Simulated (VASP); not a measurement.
# CS2 (Cmce) in VASP: notebook

The runs below take CS2 through single point, relaxation of cell and atoms, with PBEsol.

Everything below comes from runs of VASP 6.6.1. Logs are shortened: lines on timing, memory, paths and dates and some standing lists are left out, and cuts for length are marked.

## (1) The cell of the first run

Symmetry: Cmce, No. 64, orthorhombic system. The conventional cell has a = 7.292 Å, b = 5.989 Å, c = 10.245 Å, α = 90.00°, β = 90.00°, γ = 90.00°. S (site symmetry m) has 1 C at 1.59 Å within 2.1 Å. Within 2.1 Å of C (site symmetry 2/m) lie 2 S at 1.59 Å.

## (2) Single point, PBEsol

INCAR

```
  PREC = Accurate
  ENCUT = 520
  EDIFF = 1E-7
  ISMEAR = -1
  SIGMA = 0.05
  LREAL = False
  LASPH = True
  NELM = 100
  ALGO = Normal
  ISIF = 2
  LWAVE = False
  LCHARG = False
  GGA = PS
  NBANDS = 25
```

KPOINTS

```
Automatic mesh
0
Gamma
  5 5 3
```

POSCAR

```
CS2
1.0
    3.6457880000     -2.9943140000      0.0000000000
    3.6457880000      2.9943140000      0.0000000000
    0.0000000000      0.0000000000     10.2453072800
S C
4 2
Direct
    0.1815210000      0.8184790000      0.8868670000
    0.3184790000      0.6815210000      0.3868670000
    0.6815210000      0.3184790000      0.6131330000
    0.8184790000      0.1815210000      0.1131330000
    0.5000000000      0.5000000000      0.5000000000
    0.0000000000      0.0000000000      0.0000000000
```

Potentials or basis: VASP PAW PBE potentials, release 64 (S, C).

Run with:

```
cat potpaw_PBE.64/S/POTCAR potpaw_PBE.64/C/POTCAR > POTCAR
mpirun -np 1 vasp_std > vasp.out
```

OUTCAR:

```text
PREC = Accurate
   ENCUT = 520
   EDIFF = 1E-7
   ISMEAR = -1
   LREAL = False
   LASPH = True
   NELM = 100
   ISIF = 2
   GGA = PS

 ion  position               nearest neighbor table
   1  0.182  0.818  0.887-   6 1.59
   2  0.318  0.682  0.387-   5 1.59
   3  0.682  0.318  0.613-   5 1.59
   4  0.818  0.182  0.113-   6 1.59
   5  0.500  0.500  0.500-   2 1.59   3 1.59
   6  0.000  0.000  0.000-   1 1.59   4 1.59

  LATTYP: Found a base centered orthorhombic cell.
 ALAT       =     5.9886280000
 B/A-ratio  =     1.2175703684
 C/A-ratio  =     1.7107937377

  Lattice vectors:

 A1 = (  -3.6457880000,  -2.9943140000,   0.0000000000)
 A2 = (   3.6457880000,  -2.9943140000,   0.0000000000)
 A3 = (   0.0000000000,   0.0000000000,  10.2453072800)

Analysis of symmetry for initial positions (statically):
=====================================================================
 Subroutine PRICEL returns:
 Original cell was already a primitive cell.

 Routine SETGRP: Setting up the symmetry group for a
 base centered orthorhombic supercell.

 Subroutine GETGRP returns: Found  8 space group operations
 (whereof  4 operations were pure point group operations)
 out of a pool of  8 trial point group operations.

The static configuration has the point symmetry C_2h.
 The point group associated with its full space group is D_2h.

Analysis of symmetry for dynamics (positions and initial velocities):
=====================================================================
 Subroutine PRICEL returns:
 Original cell was already a primitive cell.

 Routine SETGRP: Setting up the symmetry group for a
 base centered orthorhombic supercell.

 Subroutine GETGRP returns: Found  8 space group operations
 (whereof  4 operations were pure point group operations)
 out of a pool of  8 trial point group operations.

The dynamic configuration has the point symmetry C_2h.
 The point group associated with its full space group is D_2h.

 Subroutine INISYM returns: Found  8 space group operations
 (whereof  4 operations are pure point group operations),
 and found     1 'primitive' translations

----------------------------------------------------------------------------------------

                                     Primitive cell

  volume of cell :     223.6885

  direct lattice vectors                    reciprocal lattice vectors
     3.645788000 -2.994314000  0.000000000     0.137144562 -0.166983155  0.000000000
     3.645788000  2.994314000  0.000000000     0.137144562  0.166983155  0.000000000
     0.000000000  0.000000000 10.245307280     0.000000000  0.000000000  0.097605662

  length of vectors
     4.717805260  4.717805260 10.245307280     0.216083329  0.216083329  0.097605662

  position of ions in fractional coordinates (direct lattice)
     0.181521000  0.818479000  0.886867000
     0.318479000  0.681521000  0.386867000
     0.681521000  0.318479000  0.613133000
     0.818479000  0.181521000  0.113133000
     0.500000000  0.500000000  0.500000000
     0.000000000  0.000000000  0.000000000

  ion indices of the primitive-cell ions
   primitive index   ion index
                 1           1
                 2           2
                 3           3
                 4           4
                 5           5
                 6           6

----------------------------------------------------------------------------------------

 KPOINTS: Automatic mesh

Automatic generation of k-mesh.
 Grid dimensions read from file:
 generate k-points for:    5    5    3

 Generating k-lattice:

  Cartesian coordinates                     Fractional coordinates (reciprocal lattice)
     0.027428912 -0.033396631  0.000000000     0.200000000  0.000000000  0.000000000
     0.027428912  0.033396631  0.000000000     0.000000000  0.200000000  0.000000000
     0.000000000  0.000000000  0.032535221     0.000000000  0.000000000  0.333333333

  Length of vectors
     0.043216666  0.043216666  0.032535221

  Shift w.r.t. Gamma in fractional coordinates (k-lattice)
     0.000000000  0.000000000  0.000000000

 Subroutine IBZKPT returns following result:
 ===========================================

 Found     18 irreducible k-points:

 Following reciprocal coordinates:
            Coordinates               Weight
  0.000000  0.000000  0.000000      1.000000
  0.200000  0.000000  0.000000      4.000000
  0.400000  0.000000  0.000000      4.000000
  0.200000  0.200000  0.000000      2.000000
  0.400000  0.200000  0.000000      4.000000
 -0.400000  0.200000  0.000000      4.000000
[... 10 lines left out ...]
  0.400000  0.400000  0.333333      4.000000
 -0.400000  0.400000  0.333333      4.000000
   k-points           NKPTS =     18   k-points in BZ     NKDIM =     18   number of bands    NBANDS=     25
   number of dos      NEDOS =    301   number of ions     NIONS =      6
   total plane-waves  NPLWV = 103680
   dimension x,y,z NGX =    36 NGY =   36 NGZ =   80
   dimension x,y,z NGXF=    72 NGYF=   72 NGZF=  160
   ions per type =               4   2
   NGX,Y,Z   is equivalent  to a cutoff of  12.69, 12.69, 12.98 a.u.
   NGXF,Y,Z  is equivalent  to a cutoff of  25.37, 25.37, 25.96 a.u.
 SYSTEM =  unknown system
   PREC   = accura    normal or accurate (medium, high low for compatibility)
   ISTART =      0    job   : 0-new  1-cont  2-samecut
   ICHARG =      2    charge: 1-file 2-atom 10-const
   ISPIN  =      1    spin polarized calculation?
   LNONCOLLINEAR =      F non collinear calculations
   LSORBIT =      F    spin-orbit coupling
   LASPH  =      T    aspherical Exc in radial PAW
   ENCUT  =  520.0 eV  38.22 Ry    6.18 a.u.   8.77  8.77 19.05*2*pi/ulx,y,z
   NELM   =    100;   NELMIN=  2; NELMDL= -5     # of ELM steps
   EDIFF  = 0.1E-06   stopping-criterion for ELM
   LREAL  =      F    real-space projection
   EDIFFG = 0.1E-05   stopping-criterion for IOM
   NSW    =      0    number of steps for IOM
   IBRION =     -1    ionic relax: 0-MD 1-quasi-New 2-CG
   NFREE  =      0    steps in history (QN), initial steepest desc. (CG)
   ISIF   =      2    stress and relaxation
   ISYM   =      2    0-nonsym 1-usesym 2-fastsym
   POTIM  = 0.5000    time-step for ionic-motion
   TEBEG  =    0.0;   TEEND  =   0.0 temperature during run
   PSTRESS=    0.0 pullay stress
   NELECT =      32.0000    total number of electrons
   NUPDOWN=      -1.0000    fix difference up-down
   EMIN   =  10.00;   EMAX   =-10.00  energy-range for DOS
   EFERMI =   0.00;   METHOD = LEGACY
   ISMEAR =    -1;   SIGMA  =   0.05  broadening in eV -4-tet -1-fermi 0-gaus
   EFERMI_NEDOS =   21; number of points for ismear=-14 and -15
   IALGO  =     38    algorithm
   IMIX   =      4    mixing-type and parameters
     AMIX     =   0.40;   BMIX     =  1.00
     AMIX_MAG =   1.60;   BMIX_MAG =  1.00
  volume/ion in A,a.u.               =      37.28       251.59
  Fermi-wavevector in a.u.,A,eV,Ry     =   0.856203  1.617990  9.974215  0.733084
  Thomas-Fermi vector in A             =   1.973069
   LORBIT       =      0    0 simple, 1 ext, 2 COOP (PROOUT), +10 PAW based schemes
   GGA     = PS    functional components
   LHFCALC =     F    Hartree Fock is set to
   AEXX    =    0.0000 exact exchange contribution
   IVDW    =     0    specifies the selected vdW correction
   LEPSILON=     F    determine dielectric tensor
   LRPA    =     F    only Hartree local field effects (RPA)
 non-spin polarized calculation
  energy-cutoff  :      520.00
  volume of cell :      223.69
 maximum number of plane-waves:      6045
   NGX = 17   NGY = 17   NGZ = 39

 number of electron      31.9999990 magnetization

 Free energy of the ion-electron system (eV)
  ---------------------------------------------------
  ext. energy  EPLUGINS =         0.00000000
  ---------------------------------------------------
  free energy    TOTEN  =       -34.46632801 eV

  energy without entropy =      -34.46632801  energy(sigma->0) =      -34.46632801

 E-fermi :  -1.2043     XC(G=0):  -6.1535

 val. band max:       -2.4105383235   @ k =  -0.4000   0.4000   0.0000
 cond. band min:       0.9960371519   @ k =  -0.4000   0.4000   0.0000
 fundamental gap:      3.4065754755
 Fermi energy:        -1.2043322532

 k-point     1 :       0.0000    0.0000    0.0000
  band No.  band energies     occupation
      1     -16.9344      2.00000
      2     -16.9014      2.00000
      3     -14.8584      2.00000
      4     -14.7964      2.00000
      5      -8.6666      2.00000
      6      -8.4460      2.00000
[... 17 lines left out ...]
     24       4.8696      0.00000
     25       5.1412      0.00000

 k-point     2 :       0.2000    0.0000    0.0000
  band No.  band energies     occupation
      1     -16.9193      2.00000
      2     -16.8925      2.00000
      3     -14.8575      2.00000
      4     -14.8076      2.00000
      5      -8.6459      2.00000
      6      -8.4623      2.00000
[... 17 lines left out ...]
     24       4.7478      0.00000
     25       5.6605      0.00000

 k-point     3 :       0.4000    0.0000    0.0000
  band No.  band energies     occupation
      1     -16.8913      2.00000
      2     -16.8810      2.00000
      3     -14.8506      2.00000
      4     -14.8318      2.00000
      5      -8.5860      2.00000
      6      -8.5124      2.00000
[... 17 lines left out ...]
     24       4.8604      0.00000
     25       5.6953      0.00000

 k-point     4 :       0.2000    0.2000    0.0000
  band No.  band energies     occupation
      1     -16.9123      2.00000
      2     -16.8837      2.00000
      3     -14.8556      2.00000
      4     -14.8046      2.00000
      5      -8.6495      2.00000
      6      -8.4807      2.00000
[... 17 lines left out ...]
     24       5.1141      0.00000
     25       5.3175      0.00000

 k-point     5 :       0.4000    0.2000    0.0000
  band No.  band energies     occupation
      1     -16.8893      2.00000
      2     -16.8699      2.00000
      3     -14.8524      2.00000
      4     -14.8200      2.00000
      5      -8.6119      2.00000
      6      -8.5158      2.00000
[... 17 lines left out ...]
     24       5.1580      0.00000
     25       5.6236      0.00000

 k-point     6 :      -0.4000    0.2000    0.0000
  band No.  band energies     occupation
      1     -16.8775      2.00000
      2     -16.8748      2.00000
      3     -14.8433      2.00000
      4     -14.8416      2.00000
      5      -8.5616      2.00000
      6      -8.5425      2.00000
[... 17 lines left out ...]
     24       5.1916      0.00000
     25       5.6418      0.00000
[... 225 lines left out ...]
 k-point    15 :      -0.4000    0.2000    0.3333
  band No.  band energies     occupation
      1     -16.8768      2.00000
      2     -16.8755      2.00000
      3     -14.8429      2.00000
      4     -14.8420      2.00000
      5      -8.5554      2.00000
      6      -8.5458      2.00000
[... 17 lines left out ...]
     24       5.4789      0.00000
     25       5.6926      0.00000

 k-point    16 :      -0.2000    0.2000    0.3333
  band No.  band energies     occupation
      1     -16.8963      2.00000
      2     -16.8888      2.00000
      3     -14.8474      2.00000
      4     -14.8327      2.00000
      5      -8.5796      2.00000
      6      -8.5147      2.00000
[... 17 lines left out ...]
     24       5.1180      0.00000
     25       5.9014      0.00000

 k-point    17 :       0.4000    0.4000    0.3333
  band No.  band energies     occupation
      1     -16.8709      2.00000
      2     -16.8602      2.00000
      3     -14.8428      2.00000
      4     -14.8261      2.00000
      5      -8.5975      2.00000
      6      -8.5569      2.00000
[... 17 lines left out ...]
     24       5.0905      0.00000
     25       6.0852      0.00000

 k-point    18 :      -0.4000    0.4000    0.3333
  band No.  band energies     occupation
      1     -16.8671      2.00000
      2     -16.8596      2.00000
      3     -14.8438      2.00000
      4     -14.8329      2.00000
      5      -8.5782      2.00000
      6      -8.5583      2.00000
[... 17 lines left out ...]
     24       5.4767      0.00000
     25       5.8206      0.00000

------------------------ aborting loop because EDIFF is reached ----------------------------------------

  FORCE on cell =-STRESS in cart. coord.  units (eV):
  Direction    XX          YY          ZZ          XY          YZ          ZX
  --------------------------------------------------------------------------------------
  -------------------------------------------------------------------------------------
  Total       -0.2776988     -5.1953458     -5.8690839      0.0000000      0.0000000      0.0000000
  in kB       -1.9890278    -37.2118541    -42.0375274      0.0000000      0.0000000      0.0000000
  external PRESSURE =     -27.0794697 kB  Pullay stress =       0.0000000 kB

 VOLUME and BASIS-vectors are now :
 -----------------------------------------------------------------------------
  energy-cutoff  :      520.00
  volume of cell :      223.69
      direct lattice vectors                 reciprocal lattice vectors
     3.645788000 -2.994314000  0.000000000     0.137144562 -0.166983155  0.000000000
     3.645788000  2.994314000  0.000000000     0.137144562  0.166983155  0.000000000
     0.000000000  0.000000000 10.245307280     0.000000000  0.000000000  0.097605662

 POSITION                                       TOTAL-FORCE (eV/Angst)
 -----------------------------------------------------------------------------------
      3.64579      1.90725      9.08622         0.000000      1.126207      1.196669
      3.64579      1.08706      3.96357         0.000000     -1.126207      1.196669
      3.64579     -1.08706      6.28174         0.000000      1.126207     -1.196669
      3.64579     -1.90725      1.15908         0.000000     -1.126207     -1.196669
      3.64579      0.00000      5.12265         0.000000     -0.000000      0.000000
      0.00000      0.00000      0.00000        -0.000000     -0.000000      0.000000
 -----------------------------------------------------------------------------------
    total drift:                                0.000000     -0.000000     -0.000000

  FREE ENERGIE OF THE ION-ELECTRON SYSTEM (eV)
  ---------------------------------------------------
  free  energy   TOTEN  =       -34.4663280094 eV

  energy  without entropy=      -34.4663280093  energy(sigma->0) =      -34.46632801
```

It took 2.3 min on 1 thread of Oxide Virtual Turin-like, shared host; peak memory 0.3 GiB.

What came out:

```yaml
Free_energy: -34.4663 eV
Pressure: -2.7 GPa
Largest_force: 1.643 eV/Å
Band_gap_on_the_k_mesh: 3.41 eV
```

Forces on the atoms (eV/Å):
```
S    0.000  1.126  1.197
S    0.000 -1.126  1.197
S    0.000  1.126 -1.197
S    0.000 -1.126 -1.197
C    0.000  0.000  0.000
C    0.000  0.000  0.000
```

Stress tensor (GPa, compression positive):
```
-0.20  0.00  0.00
 0.00 -3.72  0.00
 0.00  0.00 -4.20
```

Caveat: this functional lacks dispersion, which holds the molecules together, so the pressure and a relaxed volume are unreliable; the PAW data sets were made with another functional, which shifts forces and pressure a little.

[end of part 1 of 3]

The gap in the log of VASP goes by the Fermi energy; the results here count the filled bands.